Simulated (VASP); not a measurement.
CdH2O2:

```
CELL_PARAMETERS angstrom
3.44376 0.00000 0.00000
-1.72188 2.98238 0.00000
0.00000 0.00000 4.54820
ATOMIC_POSITIONS crystal
Cd 0.00000 0.00000 0.00000
H 0.66667 0.33333 0.55096
H 0.33333 0.66667 0.44904
O 0.66667 0.33333 0.75937
O 0.33333 0.66667 0.24063
```

Base run:

| Quantity | Value |
| --- | --- |
| Program | VASP 6.6.1 |
| Functional | PBEsol |
| Potentials or basis | VASP PAW PBE potentials, release 64 (Cd_sv_GW, H, O) |
| Cutoff | 600 eV |
| k mesh | 6 × 6 × 4 |
| Occupations | gaussian, width 0.01 eV |
| Spin | no spin polarisation |

Its results: band gap on the k mesh 1.78 eV, indirect (least direct gap 2.13 eV); pressure 7.1 GPa; largest force 1.676 eV/Å.

Q: The run is repeated on the same cell with these changes: potentials or basis from VASP PAW PBE potentials, release 64 (Cd_sv_GW, H, O) to VASP PAW PBE potentials, release 64 (Cd, H, O); cutoff from 600 eV to 520 eV; further incar settings from ALGO = Normal; EDIFF = 1e-06; NBANDS = 25 to ALGO = Normal; EDIFF = 1e-06; NBANDS = 21; valence electrons from 34 to 26. What comes out?

A: Band gap on the k mesh 1.77 eV, indirect (least direct gap 2.12 eV); pressure 8.5 GPa; largest force 1.679 eV/Å.

Caveats: the PAW data sets were made with another functional, which shifts forces and pressure a little.

A k mesh can miss the band edges.
